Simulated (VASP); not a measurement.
**Pd: single point with PBE**

Pd:

```xyz
1
Lattice="0.0000 1.9714 1.9714 1.9714 0.0000 1.9714 1.9714 1.9714 0.0000" Properties=species:S:1:pos:R:3 pbc="T T T"
Pd    0.0000    0.0000    0.0000
```

| Quantity | Value |
| --- | --- |
| Program | VASP 6.6.1 |
| Task | single point |
| Functional | PBE |
| Potentials or basis | VASP PAW PBE potentials, release 64 (Pd) |
| Cutoff | 520 eV |
| k mesh | 24 × 24 × 24 |
| Occupations | gaussian, width 0.1 eV |
| Spin | no spin polarisation |

| Property | Result |
| --- | --- |
| Pressure | -0.2 GPa |
| Band gap on the k mesh | zero (band 5 reaches 9.42 eV, above the bottom of band 6 at 7.94 eV) |

Levels at points of the mesh, in eV from the Fermi level:
```csv
k point,band 3,band 4,band 5,band 6,band 7,band 8
"(0.00, 0.00, 0.00)",-2.67,-2.67,-1.16,-1.16,17.16,21.72
"(0.50, 0.00, 0.00)",-2.71,-0.03,-0.03,1.10,7.02,16.51
"(0.50, 0.50, 0.00)",-0.06,0.27,0.27,3.35,10.38,13.00
```

Run time: 68 s on 1 thread of Intel Xeon 8259CL, with other jobs on the host, peak memory 0.19 GiB.
